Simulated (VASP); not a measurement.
# Cr2O (antifluorite type) (Fm-3m) in VASP: a series of runs

The runs below take Cr2O (antifluorite type) through single point, with PBE.

Program: VASP 6.6.1. These are calculated values, not measurements. Logs are shortened: lines on timing, memory, paths and dates and some standing lists are left out, and cuts for length are marked.

## Step 1: The cell of the first run

Symmetry: Fm-3m, No. 225, cubic system. Conventional cell: a = 4.889 Å, b = 4.889 Å, c = 4.889 Å, α = 90.00°, β = 90.00°, γ = 90.00°. Cr (site symmetry -43m) has 4 O at 2.12 Å and 6 Cr at 2.44 Å within 2.8 Å. O (site symmetry m-3m) has 8 Cr at 2.12 Å within 2.8 Å.

## Step 2: Single point, PBE

Input file INCAR:

```
SYSTEM = Cr2O
ALGO = Normal
EDIFF = 1E-6
ENCUT = 600
GGA = PE
GGA_COMPAT = .False.
ISIF = 2
ISMEAR = -1
LASPH = .True.
LCHARG = .True.
LELF = .True.
LREAL = .False.
LVHAR = .True.
LWAVE = .False.
NBANDS = 22
NELM = 120
PREC = Accurate
SIGMA = 0.06122561905347299
```

Input file KPOINTS:

```
k-points
0
Gamma
  13 13 13
  0 0 0
```

Input file POSCAR:

```
Cr2O
1.0
    0.0000000000      2.4447432379      2.4447432379
    2.4447432379      0.0000000000      2.4447432379
    2.4447432379      2.4447432379      0.0000000000
Cr O
2 1
Direct
    0.2500000000      0.2500000000      0.2500000000
    0.7500000000      0.7500000000      0.7500000000
    0.0000000000      0.0000000000      0.0000000000
```

Potentials or basis: VASP PAW PBE potentials, release 64 (Cr_pv, O).

The run is started by

```bash
cat potpaw_PBE.64/Cr_pv/POTCAR potpaw_PBE.64/O/POTCAR > POTCAR
mpirun -np 1 vasp_std > vasp.out
```

OUTCAR:

```text
SYSTEM = Cr2O
   EDIFF = 1E-6
   ENCUT = 600
   GGA = PE
   ISIF = 2
   ISMEAR = -1
   LASPH = .True.
   LREAL = .False.
   NELM = 120
   PREC = Accurate

 ion  position               nearest neighbor table
   1  0.250  0.250  0.250-   3 2.12   3 2.12   3 2.12   3 2.12   2 2.44   2 2.44   2 2.44   2 2.44
                             2 2.44   2 2.44
   2  0.750  0.750  0.750-   3 2.12   3 2.12   3 2.12   3 2.12   1 2.44   1 2.44   1 2.44   1 2.44
                             1 2.44   1 2.44
   3  0.000  0.000  0.000-   2 2.12   2 2.12   2 2.12   1 2.12   2 2.12   1 2.12   1 2.12   1 2.12

  LATTYP: Found a face centered cubic cell.
 ALAT       =     4.8894864758

  Lattice vectors:

 A1 = (   0.0000000000,   2.4447432379,   2.4447432379)
 A2 = (   2.4447432379,   0.0000000000,   2.4447432379)
 A3 = (   2.4447432379,   2.4447432379,   0.0000000000)

Analysis of symmetry for initial positions (statically):
=====================================================================
 Subroutine PRICEL returns:
 Original cell was already a primitive cell.

 Routine SETGRP: Setting up the symmetry group for a
 face centered cubic supercell.

 Subroutine GETGRP returns: Found 48 space group operations
 (whereof 48 operations were pure point group operations)
 out of a pool of 48 trial point group operations.

The static configuration has the point symmetry O_h .

Analysis of symmetry for dynamics (positions and initial velocities):
=====================================================================
 Subroutine PRICEL returns:
 Original cell was already a primitive cell.

 Routine SETGRP: Setting up the symmetry group for a
 face centered cubic supercell.

 Subroutine GETGRP returns: Found 48 space group operations
 (whereof 48 operations were pure point group operations)
 out of a pool of 48 trial point group operations.

The dynamic configuration has the point symmetry O_h .

 Subroutine INISYM returns: Found 48 space group operations
 (whereof 48 operations are pure point group operations),
 and found     1 'primitive' translations

----------------------------------------------------------------------------------------

                                     Primitive cell

  volume of cell :      29.2233

  direct lattice vectors                    reciprocal lattice vectors
     0.000000000  2.444743238  2.444743238    -0.204520455  0.204520455  0.204520455
     2.444743238  0.000000000  2.444743238     0.204520455 -0.204520455  0.204520455
     2.444743238  2.444743238  0.000000000     0.204520455  0.204520455 -0.204520455

  length of vectors
     3.457389044  3.457389044  3.457389044     0.354239820  0.354239820  0.354239820

  position of ions in fractional coordinates (direct lattice)
     0.250000000  0.250000000  0.250000000
     0.750000000  0.750000000  0.750000000
     0.000000000  0.000000000  0.000000000

  ion indices of the primitive-cell ions
   primitive index   ion index
                 1           1
                 2           2
                 3           3

----------------------------------------------------------------------------------------

 KPOINTS: k-points

Automatic generation of k-mesh.
 Grid dimensions read from file:
 generate k-points for:   13   13   13

 Generating k-lattice:

  Cartesian coordinates                     Fractional coordinates (reciprocal lattice)
    -0.015732343  0.015732343  0.015732343     0.076923077  0.000000000  0.000000000
     0.015732343 -0.015732343  0.015732343     0.000000000  0.076923077  0.000000000
     0.015732343  0.015732343 -0.015732343     0.000000000  0.000000000  0.076923077

  Length of vectors
     0.027249217  0.027249217  0.027249217

  Shift w.r.t. Gamma in fractional coordinates (k-lattice)
     0.000000000  0.000000000  0.000000000

 Subroutine IBZKPT returns following result:
 ===========================================

 Found     84 irreducible k-points:

 Following reciprocal coordinates:
            Coordinates               Weight
  0.000000  0.000000  0.000000      1.000000
  0.076923  0.000000  0.000000      8.000000
  0.153846  0.000000  0.000000      8.000000
  0.230769  0.000000  0.000000      8.000000
  0.307692  0.000000  0.000000      8.000000
  0.384615  0.000000  0.000000      8.000000
[... 16 lines left out ...]
  0.384615  0.153846  0.000000     24.000000
  0.461538  0.153846  0.000000     24.000000
 [... further k-points ...]
   k-points           NKPTS =     84   k-points in BZ     NKDIM =     84   number of bands    NBANDS=     22
   number of dos      NEDOS =    301   number of ions     NIONS =      3
   total plane-waves  NPLWV =  21952
   dimension x,y,z NGX =    28 NGY =   28 NGZ =   28
   dimension x,y,z NGXF=    56 NGYF=   56 NGZF=   56
   ions per type =               2   1
   NGX,Y,Z   is equivalent  to a cutoff of  13.46, 13.46, 13.46 a.u.
   NGXF,Y,Z  is equivalent  to a cutoff of  26.93, 26.93, 26.93 a.u.
 SYSTEM =  Cr2O
   PREC   = accura    normal or accurate (medium, high low for compatibility)
   ISTART =      0    job   : 0-new  1-cont  2-samecut
   ICHARG =      2    charge: 1-file 2-atom 10-const
   ISPIN  =      1    spin polarized calculation?
   LNONCOLLINEAR =      F non collinear calculations
   LSORBIT =      F    spin-orbit coupling
   LASPH  =      T    aspherical Exc in radial PAW
   ENCUT  =  600.0 eV  44.10 Ry    6.64 a.u.   6.91  6.91  6.91*2*pi/ulx,y,z
   NELM   =    120;   NELMIN=  2; NELMDL= -5     # of ELM steps
   EDIFF  = 0.1E-05   stopping-criterion for ELM
   LREAL  =      F    real-space projection
   EDIFFG = 0.1E-04   stopping-criterion for IOM
   NSW    =      0    number of steps for IOM
   IBRION =     -1    ionic relax: 0-MD 1-quasi-New 2-CG
   NFREE  =      0    steps in history (QN), initial steepest desc. (CG)
   ISIF   =      2    stress and relaxation
   ISYM   =      2    0-nonsym 1-usesym 2-fastsym
   POTIM  = 0.5000    time-step for ionic-motion
   TEBEG  =    0.0;   TEEND  =   0.0 temperature during run
   PSTRESS=    0.0 pullay stress
   NELECT =      30.0000    total number of electrons
   NUPDOWN=      -1.0000    fix difference up-down
   EMIN   =  10.00;   EMAX   =-10.00  energy-range for DOS
   EFERMI =   0.00;   METHOD = LEGACY
   ISMEAR =    -1;   SIGMA  =   0.06  broadening in eV -4-tet -1-fermi 0-gaus
   EFERMI_NEDOS =   21; number of points for ismear=-14 and -15
   IALGO  =     38    algorithm
   IMIX   =      4    mixing-type and parameters
     AMIX     =   0.40;   BMIX     =  1.00
     AMIX_MAG =   1.60;   BMIX_MAG =  1.00
  volume/ion in A,a.u.               =       9.74        65.74
  Fermi-wavevector in a.u.,A,eV,Ry     =   1.651475  3.120835 37.108116  2.727370
  Thomas-Fermi vector in A             =   2.740248
   LORBIT       =      0    0 simple, 1 ext, 2 COOP (PROOUT), +10 PAW based schemes
   GGA     = PE    functional components
   LHFCALC =     F    Hartree Fock is set to
   AEXX    =    0.0000 exact exchange contribution
   IVDW    =     0    specifies the selected vdW correction
   LEPSILON=     F    determine dielectric tensor
   LRPA    =     F    only Hartree local field effects (RPA)
 non-spin polarized calculation
  energy-cutoff  :      600.00
  volume of cell :       29.22
 maximum number of plane-waves:       990
   NGX = 13   NGY = 13   NGZ = 13

 number of electron      29.9999996 magnetization

 Free energy of the ion-electron system (eV)
  ---------------------------------------------------
  ext. energy  EPLUGINS =         0.00000000
  ---------------------------------------------------
  free energy    TOTEN  =       -23.07002738 eV

  energy without entropy =      -23.01738726  energy(sigma->0) =      -23.04370732

 E-fermi :  11.3232     XC(G=0): -13.4313

 val. band max:       11.3192368235   @ k =  -0.2308   0.2308   0.0000
 cond. band min:      11.3268920974   @ k =  -0.3077   0.2308   0.0000
 fundamental gap:      0.0076552739
 Fermi energy:        11.3232407106

 k-point     1 :       0.0000    0.0000    0.0000
  band No.  band energies     occupation
      1     -32.2670      2.00000
      2     -32.2670      2.00000
      3     -32.2670      2.00000
      4     -31.7362      2.00000
      5     -31.7362      2.00000
      6     -31.7362      2.00000
[... 14 lines left out ...]
     21      14.0848      0.00000
     22      18.7786      0.00000

 k-point     2 :       0.0769    0.0000    0.0000
  band No.  band energies     occupation
      1     -32.2621      2.00000
      2     -32.2600      2.00000
      3     -32.2600      2.00000
      4     -31.7479      2.00000
      5     -31.7447      2.00000
      6     -31.7447      2.00000
[... 14 lines left out ...]
     21      13.9172      0.00000
     22      18.7788      0.00000

 k-point     3 :       0.1538    0.0000    0.0000
  band No.  band energies     occupation
      1     -32.2475      2.00000
      2     -32.2394      2.00000
      3     -32.2394      2.00000
      4     -31.7814      2.00000
      5     -31.7695      2.00000
      6     -31.7695      2.00000
[... 14 lines left out ...]
     21      13.4766      0.00000
     22      18.7765      0.00000

 k-point     4 :       0.2308    0.0000    0.0000
  band No.  band energies     occupation
      1     -32.2230      2.00000
      2     -32.2061      2.00000
      3     -32.2061      2.00000
      4     -31.8323      2.00000
      5     -31.8088      2.00000
      6     -31.8088      2.00000
[... 14 lines left out ...]
     21      13.1303      0.00000
     22      18.6940      0.00000

 k-point     5 :       0.3077    0.0000    0.0000
  band No.  band energies     occupation
      1     -32.1888      2.00000
      2     -32.1614      2.00000
      3     -32.1614      2.00000
      4     -31.8944      2.00000
      5     -31.8599      2.00000
      6     -31.8599      2.00000
[... 14 lines left out ...]
     21      13.1578      0.00000
     22      17.6397      0.00000

 k-point     6 :       0.3846    0.0000    0.0000
  band No.  band energies     occupation
      1     -32.1450      2.00000
      2     -32.1075      2.00000
      3     -32.1075      2.00000
      4     -31.9612      2.00000
      5     -31.9191      2.00000
      6     -31.9191      2.00000
[... 14 lines left out ...]
     21      13.2276      0.00000
     22      16.7295      0.00000

 k-point     7 :       0.4615    0.0000    0.0000
  band No.  band energies     occupation
      1     -32.0936      2.00000
      2     -32.0471      2.00000
      3     -32.0471      2.00000
      4     -32.0254      2.00000
      5     -31.9824      2.00000
      6     -31.9824      2.00000
[... 324 lines left out ...]
      6     -31.7211      2.00000
[... 14 lines left out ...]
     21      14.0638      0.00000
     22      18.7777      0.00000

 k-point    21 :       0.2308    0.1538    0.0000
  band No.  band energies     occupation
      1     -32.2946      2.00000
      2     -32.2929      2.00000
      3     -32.0596      2.00000
      4     -31.9884      2.00000
      5     -31.7247      2.00000
      6     -31.7229      2.00000
[... 14 lines left out ...]
     21      13.9172      0.00000
     22      18.7767      0.00000

 k-point    22 :       0.3077    0.1538    0.0000
  band No.  band energies     occupation
      1     -32.2862      2.00000
      2     -32.2796      2.00000
      3     -32.0708      2.00000
      4     -31.9899      2.00000
      5     -31.7483      2.00000
      6     -31.7419      2.00000
[... 14 lines left out ...]
     21      13.6466      0.00000
     22      18.7702      0.00000

 k-point    23 :       0.3846    0.1538    0.0000
  band No.  band energies     occupation
      1     -32.2650      2.00000
      2     -32.2506      2.00000
      3     -32.1480      2.00000
      4     -31.9207      2.00000
      5     -31.7889      2.00000
      6     -31.7763      2.00000
[... 14 lines left out ...]
     21      13.4553      0.00000
     22      17.9909      0.00000

 k-point    24 :       0.4615    0.1538    0.0000
  band No.  band energies     occupation
      1     -32.2363      2.00000
      2     -32.2093      2.00000
      3     -32.2071      2.00000
      4     -31.8566      2.00000
      5     -31.8413      2.00000
      6     -31.8238      2.00000
[... 14 lines left out ...]
     21      13.9255      0.00000
     22      17.0081      0.00000

 [... further k-points ...]

------------------------ aborting loop because EDIFF is reached ----------------------------------------

  FORCE on cell =-STRESS in cart. coord.  units (eV):
  Direction    XX          YY          ZZ          XY          YZ          ZX
  --------------------------------------------------------------------------------------
  -------------------------------------------------------------------------------------
  Total        1.7070596      1.7070596      1.7070596      0.0000000      0.0000000      0.0000000
  in kB       93.5900149     93.5900149     93.5900149      0.0000000      0.0000000      0.0000000
  external PRESSURE =      93.5900149 kB  Pullay stress =       0.0000000 kB

 VOLUME and BASIS-vectors are now :
 -----------------------------------------------------------------------------
  energy-cutoff  :      600.00
  volume of cell :       29.22
      direct lattice vectors                 reciprocal lattice vectors
     0.000000000  2.444743238  2.444743238    -0.204520455  0.204520455  0.204520455
     2.444743238  0.000000000  2.444743238     0.204520455 -0.204520455  0.204520455
     2.444743238  2.444743238  0.000000000     0.204520455  0.204520455 -0.204520455

 POSITION                                       TOTAL-FORCE (eV/Angst)
 -----------------------------------------------------------------------------------
      1.22237      1.22237      1.22237         0.000000      0.000000     -0.000000
      3.66711      3.66711      3.66711        -0.000000      0.000000     -0.000000
      0.00000      0.00000      0.00000        -0.000000     -0.000000      0.000000
 -----------------------------------------------------------------------------------
    total drift:                                0.000000      0.000000      0.000000

  FREE ENERGIE OF THE ION-ELECTRON SYSTEM (eV)
  ---------------------------------------------------
  free  energy   TOTEN  =       -23.0700273824 eV

  energy  without entropy=      -23.0173872637  energy(sigma->0) =      -23.04370732
```

Wall time 42 s (1 thread of AMD EPYC 9R45 (Zen 5), shared host); peak memory 0.17 GiB.

Results:

```yaml
Free_energy: -23.0700 eV
Pressure: 9.4 GPa
Band_gap_on_the_k_mesh: zero (bands 15 and 16 overlap by 1.10 eV)
```

Caveat: the cell stands under pressure; the run has no spin polarisation, though such a crystal can be magnetic.

(Part 1 of 2 ends here.)
